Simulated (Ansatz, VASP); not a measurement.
# Mo in VASP and in Ansatz

Contents of INCAR:

```
PREC = Accurate ; ENCUT = 520
EDIFF = 1E-6 ; ISMEAR = 0
SIGMA = 0.15 ; LREAL = False
LASPH = True ; NELM = 60
ALGO = Fast ; ISIF = 2
LWAVE = False ; LCHARG = False
GGA = PS ; NBANDS = 13
```

The input KPOINTS:

```
regular mesh
0
Gamma
  22 22 22
```

The input POSCAR:

```
Mo
1.0
   -1.5081600000      1.5081600000      1.5710000000
    1.5081600000     -1.5081600000      1.5710000000
    1.5081600000      1.5081600000     -1.5710000000
Mo
1
Direct
    0.0000000000      0.0000000000      0.0000000000
```

Input for Ansatz:

```yaml
crystal:
  lattice:
    - [-1.50816, 1.50816, 1.571]
    - [1.50816, -1.50816, 1.571]
    - [1.50816, 1.50816, -1.571]
  atoms:
    - { symbol: Mo, position: [0.0, 0.0, 0.0] }
basis:
  ecutwfc: 420
kpoints:
  mp_grid: { grid: [22, 22, 22] }
hamiltonian:
  xc: pbesol
scf:
  occupations: { method: gaussian, width: 0.15 }
output:
  forces: true
  stress: true
  eigenvalues: true
```

Change from the starting cell: strain -0.040 along x and y, +0.000 along z, atoms carried along.

Alike in both runs: task single point; functional PBEsol; k mesh 22 × 22 × 22; occupations gaussian, width 0.15 eV; no spin polarisation.

|  | VASP | Ansatz |
| --- | --- | --- |
| version | VASP 6.6.1 | Ansatz 0.2.0 |
| potentials or method | VASP PAW PBE potentials, release 64 (Mo_sv), cutoff 520 eV | scalar-relativistic, plane waves, PAW |
| valence electrons in the cell | 14 | 14 |

|  | VASP | Ansatz | Ansatz less VASP |
| --- | --- | --- | --- |
| gap on the k mesh at the Fermi level (eV) | none | none | - |
| pressure (GPa) | 23.5 | 22.8 | -0.77 |
| traceless stress, the component that is largest in VASP (GPa) | -9.95 | -9.96 | -0.003 |

VASP's potentials were made for PBE, not for PBEsol. A gap of «none» marks a metal or a gap that the smearing closes. The functional is the same, so the differences come from potentials, cutoffs and numerics.
